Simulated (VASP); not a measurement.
Write the native input for VASP 6.6.1 that does the following.

* Task: single point
* Functional: PBE
* Dispersion: D3(BJ)
* Potentials or basis: VASP PAW PBE potentials, release 64 (Hf_pv, H)
* Cutoff: 520 eV
* k mesh: 6 × 6 × 1
* Occupations: gaussian, width 0.1 eV
* Spin: no spin polarisation
* Dipole correction: yes
* Further INCAR settings: ALGO = Normal; EDIFF = 1e-06; NBANDS = 34

The structure of Hf5H lies in POSCAR:

```
Hf5H
1.0
    4.9564149667      0.0000000000      0.0000000000
   -2.4782074834      4.2923812729      0.0000000000
    0.0000000000      0.0000000000     21.1328376004
Hf H
5 1
Direct
    0.6666666667      0.3333333333      0.1892788879
    0.3333333333      0.6666666667      0.2371533849
    0.0000000000      0.0000000000      0.2763383880
    0.6666666667      0.3333333333      0.3164267596
    0.3333333333      0.6666666667      0.3706476976
    0.5555555556      1.3333333333      0.4889470026
```

One way to write it, as run:

INCAR

```
SYSTEM = Hf5H
  PREC = Accurate
  ENCUT = 520
  EDIFF = 1E-6
  ISMEAR = 0
  SIGMA = 0.1
  LREAL = .False.
  LASPH = .True.
  NELM = 100
  ALGO = Normal
  ISIF = 2
  LWAVE = .False.
  LCHARG = .False.
  LDIPOL = .True.
  IDIPOL = 3
  DIPOL = 0.5 0.5 0.313
  GGA = PE
  IVDW = 12
  NBANDS = 34
```

KPOINTS

```
Automatic mesh
0
Gamma
  6 6 1
  0 0 0
```

Potentials or basis: VASP PAW PBE potentials, release 64 (Hf_pv, H).

Launch:

```bash
$ cat potpaw_PBE.64/Hf_pv/POTCAR potpaw_PBE.64/H/POTCAR > POTCAR
$ mpirun -np 1 vasp_std > vasp.out
```

Results of the run:

```
Largest force              : 1.269 eV/Å
Band gap on the k mesh     : zero (an odd number of electrons rules out a gap without spin polarisation)
Dispersion energy per atom : -0.204 eV
```

Caveat: spin-orbit coupling is left out, which moves the levels of the heavy elements.

Wall time 9.3 min on 1 thread of Intel(R) Xeon(R) 6975P-C (Granite Rapids), with other jobs on the host, peak memory 0.68 GiB.
